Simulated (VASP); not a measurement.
# MgH2 (C222_1) in VASP: single point with PBE

Aim: the single point of MgH2 with PBE.

All numbers are computed with VASP 6.6.1; they aren't measurements. Logs are shortened: lines on timing, memory, paths and dates and some standing lists are left out, and cuts for length are marked.

## (1) The cell of the first run

Symmetry: C222_1, No. 20, orthorhombic system. Conventional cell: a = 4.608 Å, b = 4.609 Å, c = 6.448 Å, α = 90.00°, β = 90.00°, γ = 90.00°. Mg (site symmetry 2) has 4 H at 1.87 Å within 2.5 Å. Within 2.5 Å of H (site symmetry 1) lie 2 Mg at 1.87 Å.

The cell was built from a structure type or drawn by symmetry, and may not be a known phase.

## (2) Single point, PBE

Input file INCAR:

```
SYSTEM = MgH2
PREC = Accurate
ENCUT = 520
EDIFF = 1E-6
ISMEAR = 0
SIGMA = 0.02
LREAL = .FALSE.
LASPH = .TRUE.
NELM = 100
ALGO = Normal
ISIF = 2
LWAVE = .FALSE.
LCHARG = .FALSE.
GGA = PE
NBANDS = 13
```

Input file KPOINTS:

```
regular mesh
0
G
  8 8 6
  0 0 0
```

Input file POSCAR:

```
MgH2
1.0
    2.3040437148     -2.3045516678      0.0000000000
    2.3040437148      2.3045516678      0.0000000000
    0.0000000000      0.0000000000      6.4476318293
Mg H
2 4
Direct
    0.9980598524      0.0019401476      0.7500000000
    0.0019401476      0.9980598524      0.2500000000
    0.9999658102      0.4982604587      0.3914629416
    0.0000341898      0.5017395413      0.8914629416
    0.4982604587      0.9999658102      0.6085370584
    0.5017395413      0.0000341898      0.1085370584
```

Potentials or basis: VASP PAW PBE potentials, release 64 (Mg, H).

Launch:

```
$ cat potpaw_PBE.64/Mg/POTCAR potpaw_PBE.64/H/POTCAR > POTCAR
$ mpirun -np 1 vasp_std > vasp.out
```

OUTCAR:

```text
SYSTEM = MgH2
   PREC = Accurate
   ENCUT = 520
   EDIFF = 1E-6
   ISMEAR = 0
   LREAL = .FALSE.
   LASPH = .TRUE.
   NELM = 100
   ISIF = 2
   GGA = PE

 ion  position               nearest neighbor table
   1  0.998  0.002  0.750-   4 1.87   5 1.87   5 1.87   4 1.87   2 3.22   2 3.22
   2  0.002  0.998  0.250-   3 1.87   6 1.87   3 1.87   6 1.87   1 3.22   1 3.22
   3  1.000  0.498  0.391-   2 1.87   2 1.87
   4  0.000  0.502  0.891-   1 1.87   1 1.87
   5  0.498  1.000  0.609-   1 1.87   1 1.87
   6  0.502  0.000  0.109-   2 1.87   2 1.87

  LATTYP: Found a base centered orthorhombic cell.
 ALAT       =     4.6080874296
 B/A-ratio  =     1.0002204615
 C/A-ratio  =     1.3991991098

  Lattice vectors:

 A1 = (   2.3040437148,  -2.3045516678,   0.0000000000)
 A2 = (   2.3040437148,   2.3045516678,   0.0000000000)
 A3 = (   0.0000000000,   0.0000000000,   6.4476318293)

Analysis of symmetry for initial positions (statically):
=====================================================================
 Subroutine PRICEL returns:
 Original cell was already a primitive cell.

 Routine SETGRP: Setting up the symmetry group for a
 base centered orthorhombic supercell.

 Subroutine GETGRP returns: Found  4 space group operations
 (whereof  2 operations were pure point group operations)
 out of a pool of  8 trial point group operations.

The static configuration has the point symmetry C_2 .
 The point group associated with its full space group is D_2 .

Analysis of symmetry for dynamics (positions and initial velocities):
=====================================================================
 Subroutine PRICEL returns:
 Original cell was already a primitive cell.

 Routine SETGRP: Setting up the symmetry group for a
 base centered orthorhombic supercell.

 Subroutine GETGRP returns: Found  4 space group operations
 (whereof  2 operations were pure point group operations)
 out of a pool of  8 trial point group operations.

The dynamic configuration has the point symmetry C_2 .
 The point group associated with its full space group is D_2 .

 Subroutine INISYM returns: Found  4 space group operations
 (whereof  2 operations are pure point group operations),
 and found     1 'primitive' translations

----------------------------------------------------------------------------------------

                                     Primitive cell

  volume of cell :      68.4711

  direct lattice vectors                    reciprocal lattice vectors
     2.304043715 -2.304551668  0.000000000     0.217009771 -0.216961940  0.000000000
     2.304043715  2.304551668  0.000000000     0.217009771  0.216961940  0.000000000
     0.000000000  0.000000000  6.447631829     0.000000000  0.000000000  0.155095704

  length of vectors
     3.258769067  3.258769067  6.447631829     0.306864342  0.306864342  0.155095704

  position of ions in fractional coordinates (direct lattice)
     0.998059852  0.001940148  0.750000000
     0.001940148  0.998059852  0.250000000
     0.999965810  0.498260459  0.391462942
     0.000034190  0.501739541  0.891462942
     0.498260459  0.999965810  0.608537058
     0.501739541  0.000034190  0.108537058

  ion indices of the primitive-cell ions
   primitive index   ion index
                 1           1
                 2           2
                 3           3
                 4           4
                 5           5
                 6           6

----------------------------------------------------------------------------------------

 KPOINTS: regular mesh

Automatic generation of k-mesh.
 Grid dimensions read from file:
 generate k-points for:    8    8    6

 Generating k-lattice:

  Cartesian coordinates                     Fractional coordinates (reciprocal lattice)
     0.027126221 -0.027120242  0.000000000     0.125000000  0.000000000  0.000000000
     0.027126221  0.027120242  0.000000000     0.000000000  0.125000000  0.000000000
     0.000000000  0.000000000  0.025849284     0.000000000  0.000000000  0.166666667

  Length of vectors
     0.038358043  0.038358043  0.025849284

  Shift w.r.t. Gamma in fractional coordinates (k-lattice)
     0.000000000  0.000000000  0.000000000

 Subroutine IBZKPT returns following result:
 ===========================================

 Found     84 irreducible k-points:

 Following reciprocal coordinates:
            Coordinates               Weight
  0.000000  0.000000  0.000000      1.000000
  0.125000 -0.000000  0.000000      4.000000
  0.250000 -0.000000  0.000000      4.000000
  0.375000  0.000000  0.000000      4.000000
  0.500000 -0.000000  0.000000      2.000000
  0.125000  0.125000  0.000000      2.000000
[... 16 lines left out ...]
  0.125000 -0.000000  0.166667      8.000000
  0.250000 -0.000000  0.166667      8.000000
 [... further k-points ...]
   k-points           NKPTS =     84   k-points in BZ     NKDIM =     84   number of bands    NBANDS=     13
   number of dos      NEDOS =    301   number of ions     NIONS =      6
   total plane-waves  NPLWV =  27648
   dimension x,y,z NGX =    24 NGY =   24 NGZ =   48
   dimension x,y,z NGXF=    48 NGYF=   48 NGZF=   96
   ions per type =               2   4
   NGX,Y,Z   is equivalent  to a cutoff of  12.24, 12.24, 12.38 a.u.
   NGXF,Y,Z  is equivalent  to a cutoff of  24.49, 24.49, 24.75 a.u.
 SYSTEM =  MgH2
   PREC   = accura    normal or accurate (medium, high low for compatibility)
   ISTART =      0    job   : 0-new  1-cont  2-samecut
   ICHARG =      2    charge: 1-file 2-atom 10-const
   ISPIN  =      1    spin polarized calculation?
   LNONCOLLINEAR =      F non collinear calculations
   LSORBIT =      F    spin-orbit coupling
   LASPH  =      T    aspherical Exc in radial PAW
   ENCUT  =  520.0 eV  38.22 Ry    6.18 a.u.   6.06  6.06 11.99*2*pi/ulx,y,z
   NELM   =    100;   NELMIN=  2; NELMDL= -5     # of ELM steps
   EDIFF  = 0.1E-05   stopping-criterion for ELM
   LREAL  =      F    real-space projection
   EDIFFG = 0.1E-04   stopping-criterion for IOM
   NSW    =      0    number of steps for IOM
   IBRION =     -1    ionic relax: 0-MD 1-quasi-New 2-CG
   NFREE  =      0    steps in history (QN), initial steepest desc. (CG)
   ISIF   =      2    stress and relaxation
   ISYM   =      2    0-nonsym 1-usesym 2-fastsym
   POTIM  = 0.5000    time-step for ionic-motion
   TEBEG  =    0.0;   TEEND  =   0.0 temperature during run
   PSTRESS=    0.0 pullay stress
   NELECT =       8.0000    total number of electrons
   NUPDOWN=      -1.0000    fix difference up-down
   EMIN   =  10.00;   EMAX   =-10.00  energy-range for DOS
   EFERMI =   0.00;   METHOD = LEGACY
   ISMEAR =     0;   SIGMA  =   0.02  broadening in eV -4-tet -1-fermi 0-gaus
   EFERMI_NEDOS =   21; number of points for ismear=-14 and -15
   IALGO  =     38    algorithm
   IMIX   =      4    mixing-type and parameters
     AMIX     =   0.40;   BMIX     =  1.00
     AMIX_MAG =   1.60;   BMIX_MAG =  1.00
  volume/ion in A,a.u.               =      11.41        77.01
  Fermi-wavevector in a.u.,A,eV,Ry     =   0.800330  1.512404  8.714911  0.640528
  Thomas-Fermi vector in A             =   1.907605
   LORBIT       =      0    0 simple, 1 ext, 2 COOP (PROOUT), +10 PAW based schemes
   GGA     = PE    functional components
   LHFCALC =     F    Hartree Fock is set to
   AEXX    =    0.0000 exact exchange contribution
   IVDW    =     0    specifies the selected vdW correction
   LEPSILON=     F    determine dielectric tensor
   LRPA    =     F    only Hartree local field effects (RPA)
 non-spin polarized calculation
 Gauss-broadening in eV      SIGMA  =   0.02
  energy-cutoff  :      520.00
  volume of cell :       68.47
 maximum number of plane-waves:      1872
   NGX = 13   NGY = 13   NGZ = 23

 number of electron       7.9999998 magnetization

 Free energy of the ion-electron system (eV)
  ---------------------------------------------------
  ext. energy  EPLUGINS =         0.00000000
  ---------------------------------------------------
  free energy    TOTEN  =       -16.80412958 eV

  energy without entropy =      -16.80412958  energy(sigma->0) =      -16.80412958

 E-fermi :   0.2076     XC(G=0):  -8.0226

 val. band max:        0.0585583873   @ k =   0.0000   0.0000   0.0000
 cond. band min:       1.9629841440   @ k =   0.5000   0.5000   0.0000
 fundamental gap:      1.9044257567
 Fermi energy:         0.2075790765

 k-point     1 :       0.0000    0.0000    0.0000
  band No.  band energies     occupation
      1      -6.8826      2.00000
      2      -3.8792      2.00000
      3      -3.7286      2.00000
      4       0.0586      2.00000
      5       6.6709      0.00000
      6       7.0892      0.00000
      7       8.3024      0.00000
      8       8.4790      0.00000
      9       8.4791      0.00000
     10       9.4820      0.00000
     11      11.3423      0.00000
     12      11.3430      0.00000
     13      11.8919      0.00000

 k-point     2 :       0.1250   -0.0000    0.0000
  band No.  band energies     occupation
      1      -6.6852      2.00000
      2      -3.7271      2.00000
      3      -3.5691      2.00000
      4      -0.2254      2.00000
      5       5.9480      0.00000
      6       6.3332      0.00000
      7       7.0026      0.00000
      8       8.6693      0.00000
      9       8.9228      0.00000
     10      10.3310      0.00000
     11      11.3093      0.00000
     12      11.5121      0.00000
     13      11.5787      0.00000

 k-point     3 :       0.2500   -0.0000    0.0000
  band No.  band energies     occupation
      1      -6.1022      2.00000
      2      -3.3096      2.00000
      3      -3.1230      2.00000
      4      -1.1164      2.00000
      5       4.3269      0.00000
      6       4.8516      0.00000
      7       6.2030      0.00000
      8       9.2373      0.00000
      9       9.5098      0.00000
     10      10.3418      0.00000
     11      11.2812      0.00000
     12      11.4662      0.00000
     13      12.0107      0.00000

 k-point     4 :       0.3750    0.0000    0.0000
  band No.  band energies     occupation
      1      -5.1670      2.00000
      2      -2.7829      2.00000
      3      -2.5342      2.00000
      4      -2.4454      2.00000
      5       2.8097      0.00000
      6       3.5127      0.00000
      7       6.3294      0.00000
      8       8.8328      0.00000
      9      10.1599      0.00000
     10      10.4087      0.00000
     11      11.7145      0.00000
     12      12.4829      0.00000
     13      12.7594      0.00000

 k-point     5 :       0.5000   -0.0000    0.0000
  band No.  band energies     occupation
      1      -4.1549      2.00000
      2      -3.6337      2.00000
      3      -2.5109      2.00000
      4      -2.2068      2.00000
      5       2.1500      0.00000
      6       2.9483      0.00000
      7       6.8019      0.00000
      8       7.9006      0.00000
      9      11.0421      0.00000
     10      11.0432      0.00000
     11      12.0044      0.00000
     12      12.2207      0.00000
     13      13.2910      0.00000
[... 257 lines left out ...]
 k-point    22 :       0.0000    0.0000    0.1667
  band No.  band energies     occupation
      1      -6.7918      2.00000
      2      -4.6983      2.00000
      3      -2.8271      2.00000
      4      -0.0389      2.00000
      5       6.1302      0.00000
      6       7.3310      0.00000
      7       7.8576      0.00000
      8       8.5655      0.00000
      9       8.5661      0.00000
     10      10.4545      0.00000
     11      10.6265      0.00000
     12      10.6270      0.00000
     13      11.9279      0.00000

 k-point    23 :       0.1250   -0.0000    0.1667
  band No.  band energies     occupation
      1      -6.5951      2.00000
      2      -4.5248      2.00000
      3      -2.7036      2.00000
      4      -0.2897      2.00000
      5       5.4192      0.00000
      6       6.5761      0.00000
      7       7.1020      0.00000
      8       8.6056      0.00000
      9       8.7557      0.00000
     10      10.4868      0.00000
     11      10.8088      0.00000
     12      11.2155      0.00000
     13      11.6852      0.00000

 k-point    24 :       0.2500   -0.0000    0.1667
  band No.  band energies     occupation
      1      -6.0142      2.00000
      2      -4.0259      2.00000
      3      -2.3991      2.00000
      4      -1.1127      2.00000
      5       3.9485      0.00000
      6       5.5302      0.00000
      7       5.8361      0.00000
      8       9.1246      0.00000
      9       9.3230      0.00000
     10      10.0662      0.00000
     11      10.7080      0.00000
     12      11.3480      0.00000
     13      12.3967      0.00000

 [... further k-points ...]

------------------------ aborting loop because EDIFF is reached ----------------------------------------

  FORCE on cell =-STRESS in cart. coord.  units (eV):
  Direction    XX          YY          ZZ          XY          YZ          ZX
  --------------------------------------------------------------------------------------
  -------------------------------------------------------------------------------------
  Total       -0.0753383     -0.0790469     -0.0655206      0.0000000      0.0000000      0.0000000
  in kB       -1.7628638     -1.8496427     -1.5331377      0.0000000      0.0000000      0.0000000
  external PRESSURE =      -1.7152147 kB  Pullay stress =       0.0000000 kB

 VOLUME and BASIS-vectors are now :
 -----------------------------------------------------------------------------
  energy-cutoff  :      520.00
  volume of cell :       68.47
      direct lattice vectors                 reciprocal lattice vectors
     2.304043715 -2.304551668  0.000000000     0.217009771 -0.216961940  0.000000000
     2.304043715  2.304551668  0.000000000     0.217009771  0.216961940  0.000000000
     0.000000000  0.000000000  6.447631829     0.000000000  0.000000000  0.155095704

 POSITION                                       TOTAL-FORCE (eV/Angst)
 -----------------------------------------------------------------------------------
      2.30404     -2.29561      4.83572         0.000000      0.000063      0.000000
      2.30404      2.29561      1.61191         0.000000     -0.000063      0.000000
      3.45198     -1.15621      2.52401         0.000343      0.000695     -0.000942
      1.15611      1.15621      5.74782        -0.000343     -0.000695     -0.000942
      3.45198      1.15621      3.92362         0.000343     -0.000695      0.000942
      1.15611     -1.15621      0.69981        -0.000343      0.000695      0.000942
 -----------------------------------------------------------------------------------
    total drift:                                0.000000     -0.000000      0.000000

  FREE ENERGIE OF THE ION-ELECTRON SYSTEM (eV)
  ---------------------------------------------------
  free  energy   TOTEN  =       -16.8041295760 eV

  energy  without entropy=      -16.8041295760  energy(sigma->0) =      -16.80412958
```

Run time: 47 s. Hardware: 1 thread of Intel Xeon Platinum 8259CL at 2.50GHz (Skylake/Cascade Lake), shared host; peak memory 0.21 GiB.

What came out:

| Quantity | Value |
| --- | --- |
| Free energy | -16.8041 eV |
| Pressure | -0.2 GPa |
| Band gap on the k mesh | 1.90 eV |

A k mesh can miss the band edges.
